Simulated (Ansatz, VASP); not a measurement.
TiSi2 in VASP and in Ansatz

The input INCAR:

```
SYSTEM = TiSi2
PREC = Accurate ; ENCUT = 520
EDIFF = 1E-6 ; ISMEAR = 0
SIGMA = 0.15 ; LREAL = .FALSE.
LASPH = .TRUE. ; NELM = 60
ALGO = Normal ; ISIF = 2
LWAVE = .FALSE. ; LCHARG = .FALSE.
GGA = PE ; NBANDS = 29
```

Contents of KPOINTS:

```
regular mesh
0
G
  14 14 14
  0 0 0
```

File POSCAR:

```
TiSi2
1.0
    0.0000000000      4.1351811254      4.2795976059
    2.4038689114      0.0000000000      4.2795976059
    2.4038689114      4.1351811254      0.0000000000
Ti Si
2 4
Direct
    0.6915832929      0.6915832929      0.8084167071
    0.4415832929      0.4415832929      0.5584167071
    0.0868244589      0.4131755411      0.0868244589
    0.4131755411      0.0868244589      0.4131755411
    0.1631755411      0.8368244589      0.1631755411
    0.8368244589      0.1631755411      0.8368244589
```

Input for Ansatz:

```yaml
crystal:
  lattice:
    - [0.0, 4.1351811254, 4.2795976059]
    - [2.4038689114, 0.0, 4.2795976059]
    - [2.4038689114, 4.1351811254, 0.0]
  atoms:
    - { symbol: Ti, position: [0.6915832929, 0.6915832929, 0.8084167071] }
    - { symbol: Ti, position: [0.4415832929, 0.4415832929, 0.5584167071] }
    - { symbol: Si, position: [0.0868244589, 0.4131755411, 0.0868244589] }
    - { symbol: Si, position: [0.4131755411, 0.0868244589, 0.4131755411] }
    - { symbol: Si, position: [0.1631755411, 0.8368244589, 0.1631755411] }
    - { symbol: Si, position: [0.8368244589, 0.1631755411, 0.8368244589] }
basis:
  ecutwfc: 420
kpoints:
  mp_grid: { grid: [14, 14, 14] }
hamiltonian:
  xc: pbe
scf:
  occupations: { method: gaussian, width: 0.15 }
output:
  forces: true
  stress: true
  eigenvalues: true
```

Change from the starting cell: all Ti atoms moved -0.500 Å, as atom 1 along Cartesian [0 0 1].

Alike in both runs: task single point; functional PBE; k mesh 14 × 14 × 14; occupations gaussian, width 0.15 eV; no spin polarisation.

|  | VASP | Ansatz |
| --- | --- | --- |
| version | VASP 6.6.1 | Ansatz 0.2.0 |
| potentials or method | VASP PAW PBE potentials, release 64 (Ti_sv, Si), cutoff 520 eV | scalar-relativistic, plane waves, PAW |
| valence electrons in the cell | 40 | 40 |

```csv
,VASP,Ansatz,Ansatz less VASP
gap on the k mesh at the Fermi level (eV),none,none,-
pressure (GPa),17.1,17.1,+0.03
"traceless stress, the component that is largest in VASP (GPa)",14.63,14.59,-0.043
rms of the force components (eV/Å),3.677,3.669,-0.0077
```

Atom by atom the forces differ by 0.008 eV/Å (rms over components). A gap of «none» marks a metal or a gap that the smearing closes.
